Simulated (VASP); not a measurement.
A run of VASP 6.6.1:

The input INCAR:

```
SYSTEM = Ti3H
PREC = Accurate
ENCUT = 520
EDIFF = 1E-7
ISMEAR = 0
SIGMA = 0.1
LREAL = .FALSE.
LASPH = .TRUE.
NELM = 60
ALGO = Normal
ISIF = 2
LWAVE = .FALSE.
LCHARG = .FALSE.
LDIPOL = .TRUE.
IDIPOL = 3
DIPOL = 0.5 0.5 0.345
GGA = PE
IBRION = 2
NSW = 36
EDIFFG = -0.025
```

KPOINTS

```
regular mesh
0
G
  9 9 1
  0 0 0
```

POSCAR

```
Ti3H
1.0
    2.9075446922      0.0000000000      0.0000000000
    0.0000000000      2.9075446922      0.0000000000
    0.0000000000      0.0000000000     19.3059825228
Ti H
3 1
Selective dynamics
Direct
    0.5000000000      0.5000000000      0.2071896623  F F F
    0.0000000000      0.0000000000      0.3057583538  F F F
    0.5000000000      0.5000000000      0.4043297208  F F F
    0.6666666667      1.0000000000      0.4640366957  F F T
```

Potentials or basis: VASP PAW PBE potentials, release 64 (Ti_sv, H).

The run is started by

```sh
$ cat potpaw_PBE.64/Ti_sv/POTCAR potpaw_PBE.64/H/POTCAR > POTCAR
$ mpirun -np 1 vasp_std > vasp.out
```

Hardware: 1 thread of Oxide Virtual Turin-like Processor, with other jobs on the host.

Estimate the wall time of this run.

Run time: 4.7 min on 1 thread of Oxide Virtual Turin-like Processor (shared host), peak memory 0.27 GiB. Counts: scf iterations 27, k points 25, ion steps 1.
